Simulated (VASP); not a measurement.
A run of VASP 6.6.1 is set up as follows.

Contents of INCAR:

```
PREC = Accurate
ENCUT = 520
EDIFF = 1E-6
ISMEAR = 0
SIGMA = 0.1
LREAL = False
LASPH = True
NELM = 100
ALGO = Normal
ISIF = 2
LWAVE = False
LCHARG = True
GGA = PE
LELF = True
LVHAR = True
NBANDS = 27
```

KPOINTS

```
regular mesh
0
Gamma
  6 6 6
```

The input POSCAR:

```
CaGeF2
1.0
    2.1629252594      1.2487654807      4.2433981776
   -2.1629252594      1.2487654807      4.2433981776
    0.0000000000     -2.4975309615      4.2433981776
Ca Ge F
1 1 2
Direct
    0.5000000000      0.5000000000      0.5000000000
    0.0000000000      0.0000000000      0.0000000000
    0.6758710663      0.6758710663      0.6758710663
    0.3241289337      0.3241289337      0.3241289337
```

Potentials or basis: VASP PAW PBE potentials, release 64 (Ca_sv, Ge_d, F).

Run with:

```console
$ cat potpaw_PBE.64/Ca_sv/POTCAR potpaw_PBE.64/Ge_d/POTCAR potpaw_PBE.64/F/POTCAR > POTCAR
$ mpirun -np 1 vasp_std > vasp.out
```

(1) Predict the pressure.

(2) Estimate the band gap on the k mesh.

(3) What does it give for the largest force?

Results:

(1) 0.1 GPa.

(2) zero (bands 19 and 20 overlap by 0.02 eV).

(3) 0.049 eV/Å.
